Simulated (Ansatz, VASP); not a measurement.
Given: the input of a run of VASP 6.6.1 on MnSi.

File INCAR:

```
SYSTEM = MnSi
  PREC = Accurate
  ENCUT = 520
  EDIFF = 1E-7
  ISMEAR = -1
  SIGMA = 0.05
  LREAL = .False.
  LASPH = .True.
  NELM = 150
  ALGO = Normal
  ISIF = 2
  LWAVE = .False.
  LCHARG = .False.
  ISPIN = 2
  MAGMOM = 4 0
  LORBIT = 11
  LMAXMIX = 4
  GGA = PE
  NBANDS = 20
```

The input KPOINTS:

```
regular mesh
0
Gamma
  9 9 9
  0 0 0
```

File POSCAR:

```
MnSi
1.0
    2.9874314600      0.0000000000      0.0000000000
    0.0000000000      2.9874314600      0.0000000000
    0.0000000000      0.0000000000      2.9874314600
Mn Si
1 1
Direct
    0.5000000000      0.5000000000      0.5000000000
    0.0000000000      0.0000000000      0.0000000000
```

Potentials or basis: VASP PAW PBE potentials, release 64 (Mn_pv, Si).

Run with:

```sh
$ cat potpaw_PBE.64/Mn_pv/POTCAR potpaw_PBE.64/Si/POTCAR > POTCAR
$ mpirun -np 1 vasp_std > vasp.out
```

Task: Set up the same calculation for Ansatz 0.2.0. Potentials there: all-electron LAPW, scalar-relativistic.

Result: As run (the cutoff follows the program's own potentials):

File input.yaml:

```yaml
crystal:
  lattice:
    - [2.98743146, 0.0, 0.0]
    - [0.0, 2.98743146, 0.0]
    - [0.0, 0.0, 2.98743146]
  atoms:
    - { symbol: Mn, position: [0.5, 0.5, 0.5], spin: 4.0 }
    - { symbol: Si, position: [0.0, 0.0, 0.0] }
kpoints:
  mp_grid: { grid: [9, 9, 9] }
scf:
  occupations: { method: fermi_dirac, width: 0.05 }
hamiltonian:
  xc: pbe
  pseudopotentials: { kind: all_electron, lapw: { basis_error: 0.0005 } }
magnetization:
  spin_polarized: true
output:
  forces: true
  stress: true
  eigenvalues: true
```

Potentials or basis: all-electron LAPW, scalar-relativistic.

Launch:

```bash
$ ansatz run input.yaml --threads 2 --pin off --max-ram 6144MiB --backend cpu --events-out ev --progress --plain --runs-dir out
```

Both were run:

|  | VASP | Ansatz | Ansatz less VASP |
| --- | --- | --- | --- |
| gap on the k mesh at the Fermi level (eV) | none | none | - |
| pressure (GPa) | -26.1 | -26.0 | +0.04 |
| net moment per atom (μB) | 0.44 | 0.44 | +0.001 |
| size of the moment on the site where the two differ most (μB) | 0.96 | 0.98 | +0.021 |

Site moments also hang on the region over which each program counts them. A gap of «none» marks a metal or a gap that the smearing closes. Ansatz ran all-electron here, and VASP with PAW potentials.
